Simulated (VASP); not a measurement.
# BaTiO3 (Pm-3m) in VASP: a series of runs

BaTiO3 is run at these levels: PBE+U; tasks: single point, relaxation of cell and atoms.

All numbers are computed with VASP 6.6.1; they aren't measurements. Logs are shortened: lines on timing, memory, paths and dates and some standing lists are left out, and cuts for length are marked.

## (1) The cell of the first run

The structure is cubic, space group Pm-3m (No. 221). Conventional cell: a = 4.029 Å, b = 4.029 Å, c = 4.029 Å, α = 90.00°, β = 90.00°, γ = 90.00°. Within 3.8 Å of Ba (site symmetry m-3m) lie 12 O at 2.85 Å and 8 Ti at 3.49 Å. Within 2.7 Å of Ti (site symmetry m-3m) lie 6 O at 2.01 Å. Within 2.7 Å of O (site symmetry 4/mmm) lie 2 Ti at 2.01 Å.

## (2) Single point, PBE+U

Input file INCAR:

```
PREC     = Accurate       # precision mode
ENCUT    = 520            # plane-wave cutoff, eV
EDIFF    = 1E-6           # SCF threshold, eV
ISMEAR   = 0              # smearing method
SIGMA    = 0.02           # smearing width, eV
LREAL    = False          # projectors in reciprocal space
LASPH    = True           # aspherical terms in the spheres
NELM     = 150            # most SCF steps
ALGO     = Normal         # electronic algorithm
ISIF     = 2              # what is computed and relaxed
LWAVE    = False          # write WAVECAR
LCHARG   = False          # write CHGCAR
LMAXMIX  = 4              # l up to which the mixer works
LDAU     = True           # DFT+U
LDAUTYPE = 2            
LDAUL    = -1 2 -1        # shell
LDAUU    = 0 4 0          # U, eV
LDAUJ    = 0 0 0        
LDAUPRINT= 1            
GGA      = PE             # functional
NBANDS   = 28             # bands
```

Input file KPOINTS:

```
Automatic mesh
0
Gamma
  8 8 8
```

Input file POSCAR:

```
BaTiO3
1.0
    4.0288730153      0.0000000000      0.0000000000
    0.0000000000      4.0288730153      0.0000000000
    0.0000000000      0.0000000000      4.0288730153
Ba Ti O
1 1 3
Direct
    0.5000000000      0.5000000000      0.5000000000
    0.0000000000      0.0000000000      0.0000000000
    0.5000000000      0.0000000000      0.0000000000
    0.0000000000      0.5000000000      0.0000000000
    0.0000000000      0.0000000000      0.5000000000
```

Potentials or basis: VASP PAW PBE potentials, release 64 (Ba_sv, Ti_sv, O).

Command:

```console
cat potpaw_PBE.64/Ba_sv/POTCAR potpaw_PBE.64/Ti_sv/POTCAR potpaw_PBE.64/O/POTCAR > POTCAR
mpirun -np 1 vasp_std > vasp.out
```

OUTCAR:

```text
PREC = Accurate
   ENCUT = 520
   EDIFF = 1E-6
   ISMEAR = 0
   LREAL = False
   LASPH = True
   NELM = 150
   ISIF = 2
   GGA = PE

 ion  position               nearest neighbor table
   1  0.500  0.500  0.500-   3 2.85   4 2.85   5 2.85   3 2.85   4 2.85   3 2.85   5 2.85   3 2.85
                             4 2.85   5 2.85   4 2.85   5 2.85   2 3.49   2 3.49   2 3.49   2 3.49
   2  0.000  0.000  0.000-   3 2.01   4 2.01   5 2.01   5 2.01   4 2.01   3 2.01   1 3.49   1 3.49
                             1 3.49   1 3.49   1 3.49   1 3.49   1 3.49   1 3.49
   3  0.500  0.000  0.000-   2 2.01   2 2.01   1 2.85   1 2.85   1 2.85   1 2.85
   4  0.000  0.500  0.000-   2 2.01   2 2.01   1 2.85   1 2.85   1 2.85   1 2.85
   5  0.000  0.000  0.500-   2 2.01   2 2.01   1 2.85   1 2.85   1 2.85   1 2.85

  LATTYP: Found a simple cubic cell.
 ALAT       =     4.0288730153

  Lattice vectors:

 A1 = (   4.0288730153,   0.0000000000,   0.0000000000)
 A2 = (   0.0000000000,   4.0288730153,   0.0000000000)
 A3 = (   0.0000000000,   0.0000000000,   4.0288730153)

Analysis of symmetry for initial positions (statically):
=====================================================================
 Subroutine PRICEL returns:
 Original cell was already a primitive cell.

 Routine SETGRP: Setting up the symmetry group for a
 simple cubic supercell.

 Subroutine GETGRP returns: Found 48 space group operations
 (whereof 48 operations were pure point group operations)
 out of a pool of 48 trial point group operations.

The static configuration has the point symmetry O_h .

Analysis of symmetry for dynamics (positions and initial velocities):
=====================================================================
 Subroutine PRICEL returns:
 Original cell was already a primitive cell.

 Routine SETGRP: Setting up the symmetry group for a
 simple cubic supercell.

 Subroutine GETGRP returns: Found 48 space group operations
 (whereof 48 operations were pure point group operations)
 out of a pool of 48 trial point group operations.

The dynamic configuration has the point symmetry O_h .

 Subroutine INISYM returns: Found 48 space group operations
 (whereof 48 operations are pure point group operations),
 and found     1 'primitive' translations

----------------------------------------------------------------------------------------

                                     Primitive cell

  volume of cell :      65.3959

  direct lattice vectors                    reciprocal lattice vectors
     4.028873015  0.000000000  0.000000000     0.248208369  0.000000000  0.000000000
     0.000000000  4.028873015  0.000000000     0.000000000  0.248208369  0.000000000
     0.000000000  0.000000000  4.028873015     0.000000000  0.000000000  0.248208369

  length of vectors
     4.028873015  4.028873015  4.028873015     0.248208369  0.248208369  0.248208369

  position of ions in fractional coordinates (direct lattice)
     0.500000000  0.500000000  0.500000000
     0.000000000  0.000000000  0.000000000
     0.500000000  0.000000000  0.000000000
     0.000000000  0.500000000  0.000000000
     0.000000000  0.000000000  0.500000000

  ion indices of the primitive-cell ions
   primitive index   ion index
                 1           1
                 2           2
                 3           3
                 4           4
                 5           5

----------------------------------------------------------------------------------------

 KPOINTS: Automatic mesh

Automatic generation of k-mesh.
[... 27 lines left out ...]
  0.500000  0.000000  0.000000      3.000000
  0.125000  0.125000  0.000000     12.000000
[... 16 lines left out ...]
  0.375000  0.375000  0.125000     24.000000
  0.500000  0.375000  0.125000     24.000000
 [... further k-points ...]
   k-points           NKPTS =     35   k-points in BZ     NKDIM =     35   number of bands    NBANDS=     28
   number of dos      NEDOS =    301   number of ions     NIONS =      5
   total plane-waves  NPLWV =  27000
   dimension x,y,z NGX =    30 NGY =   30 NGZ =   30
   dimension x,y,z NGXF=    60 NGYF=   60 NGZF=   60
   ions per type =               1   1   3
   NGX,Y,Z   is equivalent  to a cutoff of  12.38, 12.38, 12.38 a.u.
   NGXF,Y,Z  is equivalent  to a cutoff of  24.76, 24.76, 24.76 a.u.
 SYSTEM =  unknown system
   PREC   = accura    normal or accurate (medium, high low for compatibility)
   ISTART =      0    job   : 0-new  1-cont  2-samecut
   ICHARG =      2    charge: 1-file 2-atom 10-const
   ISPIN  =      1    spin polarized calculation?
   LNONCOLLINEAR =      F non collinear calculations
   LSORBIT =      F    spin-orbit coupling
   LASPH  =      T    aspherical Exc in radial PAW
   ENCUT  =  520.0 eV  38.22 Ry    6.18 a.u.   7.49  7.49  7.49*2*pi/ulx,y,z
   NELM   =    150;   NELMIN=  2; NELMDL= -5     # of ELM steps
   EDIFF  = 0.1E-05   stopping-criterion for ELM
   LREAL  =      F    real-space projection
[... 7 lines left out ...]
   TEBEG  =    0.0;   TEEND  =   0.0 temperature during run
   PSTRESS=    0.0 pullay stress
   NELECT =      40.0000    total number of electrons
   NUPDOWN=      -1.0000    fix difference up-down
   EMIN   =  10.00;   EMAX   =-10.00  energy-range for DOS
   EFERMI =   0.00;   METHOD = LEGACY
   ISMEAR =     0;   SIGMA  =   0.02  broadening in eV -4-tet -1-fermi 0-gaus
   EFERMI_NEDOS =   21; number of points for ismear=-14 and -15
   IALGO  =     38    algorithm
   IMIX   =      4    mixing-type and parameters
     AMIX     =   0.40;   BMIX     =  1.00
     AMIX_MAG =   1.60;   BMIX_MAG =  1.00
  volume/ion in A,a.u.               =      13.08        88.26
  Fermi-wavevector in a.u.,A,eV,Ry     =   1.389669  2.626093 26.275283  1.931179
  Thomas-Fermi vector in A             =   2.513677
   LORBIT       =      0    0 simple, 1 ext, 2 COOP (PROOUT), +10 PAW based schemes
 LDA+U is selected, type is set to LDAUTYPE =  2
   angular momentum for each species LDAUL =    -1    2   -1
   U (eV)           for each species LDAUU =   0.0  4.0  0.0
   J (eV)           for each species LDAUJ =   0.0  0.0  0.0
   GGA     = PE    functional components
   LHFCALC =     F    Hartree Fock is set to
   AEXX    =    0.0000 exact exchange contribution
   IVDW    =     0    specifies the selected vdW correction
   LEPSILON=     F    determine dielectric tensor
   LRPA    =     F    only Hartree local field effects (RPA)
 non-spin polarized calculation
 Gauss-broadening in eV      SIGMA  =   0.02
  energy-cutoff  :      520.00
  volume of cell :       65.40
 maximum number of plane-waves:      1791
 NGX is ok and might be reduce to    30
   NGX = 15   NGY = 15   NGZ = 15

atom =   2  type =  2  l = 2

 onsite density matrix

spin component  1

  0.1029 -0.0000 -0.0000 -0.0000 -0.0000
 -0.0000  0.1029 -0.0000 -0.0000 -0.0000
 -0.0000 -0.0000  0.2337  0.0000  0.0000
 -0.0000 -0.0000  0.0000  0.1029  0.0000
 -0.0000 -0.0000  0.0000  0.0000  0.2337

spin component  2

  0.1029 -0.0000 -0.0000 -0.0000 -0.0000
 -0.0000  0.1029 -0.0000 -0.0000 -0.0000
 -0.0000 -0.0000  0.2337  0.0000  0.0000
 -0.0000 -0.0000  0.0000  0.1029  0.0000
 -0.0000 -0.0000  0.0000  0.0000  0.2337

 occupancies and eigenvectors

  o =  0.1029  v =  1.0000  0.0000  0.0000  0.0000  0.0000  0.0000  0.0000  0.0000  0.0000  0.0000      0.0000  0.0000  0.0000  0.0000  0.0000  0.0000  0.0000  0.0000  0.0000  0.0000
  o =  0.1029  v =  0.0000  0.0000  0.0000  0.0000  0.0000  1.0000  0.0000  0.0000  0.0000  0.0000      0.0000  0.0000  0.0000  0.0000  0.0000  0.0000  0.0000  0.0000  0.0000  0.0000
  o =  0.1029  v =  0.0000 -0.2384  0.0000  0.9712 -0.0000  0.0000  0.0000  0.0000  0.0000  0.0000      0.0000  0.0000  0.0000  0.0000  0.0000  0.0000  0.0000  0.0000  0.0000  0.0000
  o =  0.1029  v =  0.0000  0.0000  0.0000  0.0000  0.0000  0.0000 -0.2384  0.0000  0.9712 -0.0000      0.0000  0.0000  0.0000  0.0000  0.0000  0.0000  0.0000  0.0000  0.0000  0.0000
  o =  0.1029  v =  0.0000  0.0000  0.0000  0.0000  0.0000  0.0000  0.9712 -0.0000  0.2384  0.0000      0.0000  0.0000  0.0000  0.0000  0.0000  0.0000  0.0000  0.0000  0.0000  0.0000
  o =  0.1029  v =  0.0000  0.9712 -0.0000  0.2384  0.0000  0.0000  0.0000  0.0000  0.0000  0.0000      0.0000  0.0000  0.0000  0.0000  0.0000  0.0000  0.0000  0.0000  0.0000  0.0000
  o =  0.2337  v =  0.0000  0.0000  0.0000  0.0000  0.0000  0.0000  0.0000  0.9999 -0.0000 -0.0107      0.0000  0.0000  0.0000  0.0000  0.0000  0.0000  0.0000  0.0000  0.0000  0.0000
  o =  0.2337  v =  0.0000  0.0000  0.9999 -0.0000 -0.0107  0.0000  0.0000  0.0000  0.0000  0.0000      0.0000  0.0000  0.0000  0.0000  0.0000  0.0000  0.0000  0.0000  0.0000  0.0000
  o =  0.2337  v =  0.0000  0.0000  0.0000  0.0000  0.0000  0.0000  0.0000 -0.0107 -0.0000 -0.9999      0.0000  0.0000  0.0000  0.0000  0.0000  0.0000  0.0000  0.0000  0.0000  0.0000
  o =  0.2337  v =  0.0000  0.0000 -0.0107 -0.0000 -0.9999  0.0000  0.0000  0.0000  0.0000  0.0000      0.0000  0.0000  0.0000  0.0000  0.0000  0.0000  0.0000  0.0000  0.0000  0.0000

 number of electron      39.9999976 magnetization

 Free energy of the ion-electron system (eV)
  ---------------------------------------------------
  ext. energy  EPLUGINS =         0.00000000
  ---------------------------------------------------
  free energy    TOTEN  =       -37.33442423 eV

  energy without entropy =      -37.33442423  energy(sigma->0) =      -37.33442423

 E-fermi :   3.9146     XC(G=0): -11.1644

 val. band max:        3.8219857792   @ k =   0.5000   0.5000   0.5000
 cond. band min:       5.9904372968   @ k =   0.0000   0.0000   0.0000
 fundamental gap:      2.1684515176
 Fermi energy:         3.9146368671

 k-point     1 :       0.0000    0.0000    0.0000
  band No.  band energies     occupation
      1     -54.0094      2.00000
      2     -30.1599      2.00000
      3     -30.1599      2.00000
      4     -30.1599      2.00000
      5     -21.0434      2.00000
      6     -13.0859      2.00000
[... 733 lines left out ...]
     27      11.9103      0.00000
     28      12.6749      0.00000

 [... further k-points ...]
[... 5 lines left out ...]
  --------------------------------------------------------------------------------------
  -------------------------------------------------------------------------------------
  Total        1.4188927      1.4188927      1.4188927     -0.0000000     -0.0000000      0.0000000
  in kB       34.7623706     34.7623706     34.7623706     -0.0000000     -0.0000000      0.0000000
  external PRESSURE =      34.7623706 kB  Pullay stress =       0.0000000 kB

 VOLUME and BASIS-vectors are now :
 -----------------------------------------------------------------------------
  energy-cutoff  :      520.00
  volume of cell :       65.40
      direct lattice vectors                 reciprocal lattice vectors
     4.028873015  0.000000000  0.000000000     0.248208369  0.000000000  0.000000000
     0.000000000  4.028873015  0.000000000     0.000000000  0.248208369  0.000000000
     0.000000000  0.000000000  4.028873015     0.000000000  0.000000000  0.248208369

 POSITION                                       TOTAL-FORCE (eV/Angst)
 -----------------------------------------------------------------------------------
      2.01444      2.01444      2.01444         0.000000      0.000000      0.000000
      0.00000      0.00000      0.00000         0.000000      0.000000      0.000000
      2.01444      0.00000      0.00000         0.000000      0.000000      0.000000
      0.00000      2.01444      0.00000         0.000000      0.000000      0.000000
      0.00000      0.00000      2.01444         0.000000      0.000000      0.000000
 -----------------------------------------------------------------------------------
    total drift:                                0.000000     -0.000000      0.000000

  FREE ENERGIE OF THE ION-ELECTRON SYSTEM (eV)
  ---------------------------------------------------
  free  energy   TOTEN  =       -37.3344242278 eV

  energy  without entropy=      -37.3344242278  energy(sigma->0) =      -37.33442423
```

Wall time 1.7 min (1 thread of Intel Xeon 8259CL, shared host); peak memory 0.21 GiB.

What came out:

```yaml
Free_energy: -37.3344 eV
Pressure: 3.5 GPa
Band_gap_on_the_k_mesh: 2.17 eV (least direct gap 2.37 eV)
```

Eigenvalues of the final occupation matrices:
```csv
site,spin,trace,eigenvalues
site 2 d,1,0.78,0.10 0.10 0.10 0.23 0.23
site 2 d,2,0.78,0.10 0.10 0.10 0.23 0.23
```

Caveat: the cell stands under pressure; spin-orbit coupling is left out, which moves the levels of the heavy elements. A k mesh can miss the band edges.

## (3) Relaxation of cell and atoms, PBE+U

This run uses another cell than the first one, of 12.87 Å³/atom.

Input file INCAR:

```
ALGO     = Normal         # electronic algorithm
EDIFF    = 1E-6           # SCF threshold, eV
EDIFFG   = -0.005         # ionic threshold
ENCUT    = 600            # plane-wave cutoff, eV
GGA      = PE             # functional
IBRION   = 2              # ionic algorithm
ISIF     = 3              # what is computed and relaxed
ISMEAR   = 0              # smearing method
LASPH    = True           # aspherical terms in the spheres
LCHARG   = False          # write CHGCAR
LDAU     = True           # DFT+U
LDAUJ    = 0 0 0        
LDAUL    = -1 2 -1        # shell
LDAUPRINT= 1            
LDAUTYPE = 2            
LDAUU    = 0 4 0          # U, eV
LMAXMIX  = 4              # l up to which the mixer works
LREAL    = False          # projectors in reciprocal space
LWAVE    = False          # write WAVECAR
NELM     = 150            # most SCF steps
NSW      = 100            # ionic steps
PREC     = Accurate       # precision mode
SIGMA    = 0.02           # smearing width, eV
```

Input file KPOINTS:

```
k-points
0
Gamma
  8 8 8
```

POSCAR, as its differences from that of step 2:

```diff
@@ -2,5 +2,5 @@
 1.0
-    4.0288730153      0.0000000000      0.0000000000
-    0.0000000000      4.0288730153      0.0000000000
-    0.0000000000      0.0000000000      4.0288730153
+    4.0076816357      0.0000000000      0.0000000000
+    0.0000000000      4.0076816357      0.0000000000
+    0.0000000000      0.0000000000      4.0076816357
 Ba Ti O
```

Potentials or basis: VASP PAW PBE potentials, release 64 (Ba_sv, Ti_sv, O).

Command:

```console
cat potpaw_PBE.64/Ba_sv/POTCAR potpaw_PBE.64/Ti_sv/POTCAR potpaw_PBE.64/O/POTCAR > POTCAR
mpirun -np 1 vasp_std > vasp.out
```

It took 2.8 min on 1 thread of Intel Xeon 8259CL, shared host; peak memory 0.24 GiB.

The run converged. Its results:

```yaml
Free_energy: -37.3524 eV
Relaxed_volume: 13.34 Å³/atom
Relaxed_cell: a = 4.056 Å, b = 4.056 Å, c = 4.056 Å, α = 90.00°, β = 90.00°, γ = 90.00°
Space_group_after_relaxing_to_0.1_Å: Pm-3m (No. 221)
Energy_gained_by_relaxing: 8.7 meV/atom
Ionic_steps: 3
Pressure_after_relaxing: 0.0 GPa
Band_gap_on_the_k_mesh: 2.12 eV (least direct gap 2.34 eV)
```

The path:
```tsv
step	energy change (eV)	largest force (eV/Å)	pressure (GPa)	volume (Å³)
1	0.0000	0.0000	6.19	64.37
2	-0.0031	0.0000	-5.19	69.11
3	-0.0433	0.0000	-0.01	66.72
```

Final structure:
```
CELL_PARAMETERS angstrom
4.05580 0.00000 0.00000
0.00000 4.05580 0.00000
0.00000 0.00000 4.05580
ATOMIC_POSITIONS crystal
Ba 0.50000 0.50000 0.50000
Ti 0.00000 0.00000 0.00000
O 0.50000 0.00000 0.00000
O 0.00000 0.50000 0.00000
O 0.00000 0.00000 0.50000
```

Levels at points of the mesh, in eV from the valence-band top:
```
           k point  band 18  band 19  band 20  band 21  band 22  band 23
(0.00, 0.00, 0.00)    -0.22    -0.22    -0.22     2.12     2.12     2.12
(0.50, 0.00, 0.00)    -1.70    -0.78    -0.78     2.29     3.68     3.71
(0.50, 0.50, 0.00)    -0.91    -0.91    -0.09     3.72     3.72     4.14
(0.50, 0.50, 0.50)     0.00     0.00     0.00     4.35     4.35     4.35
```

Eigenvalues of the final occupation matrices:
```tsv
site	spin	trace	eigenvalues
site 2 d	1	0.77	0.10 0.10 0.10 0.23 0.23
site 2 d	2	0.77	0.10 0.10 0.10 0.23 0.23
```

Caveat: spin-orbit coupling is left out, which moves the levels of the heavy elements.
